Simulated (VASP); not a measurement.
A run of VASP 6.6.1:

File INCAR:

```
SYSTEM = Ru
  ALGO = Normal
  EDIFF = 1E-6
  ENCUT = 500
  GGA = PE
  GGA_COMPAT = .FALSE.
  ISIF = 2
  ISMEAR = 0
  IVDW = 12
  LASPH = .TRUE.
  LCHARG = .FALSE.
  LREAL = .FALSE.
  LWAVE = .FALSE.
  NBANDS = 21
  NELM = 120
  PREC = Accurate
  SIGMA = 0.1
```

KPOINTS

```
k-points
0
G
  9 9 4
  0 0 0
```

The input POSCAR:

```
Ru
1.0
    2.7078263433      0.0000000000      0.0000000000
   -1.3539131716      2.3450464023      0.0000000000
    0.0000000000      0.0000000000      4.2681017800
Ru
2
Direct
    0.3333333300      0.6666666700      0.2500000000
    0.6666666700      0.3333333300      0.7500000000
```

Potentials or basis: VASP PAW PBE potentials, release 64 (Ru_pv).

Launch:

```bash
$ cat potpaw_PBE.64/Ru_pv/POTCAR > POTCAR
$ mpirun -np 1 vasp_std > vasp.out
```

Hardware: 1 thread of Intel(R) Xeon(R) 6975P-C (Granite Rapids), on a shared host.

Q: How long does it take, and how much memory?

A: Run time: 6.8 s on 1 thread of Intel(R) Xeon(R) 6975P-C (Granite Rapids), on a shared host, peak memory 0.15 GiB. Counts: scf iterations 12, k points 36.
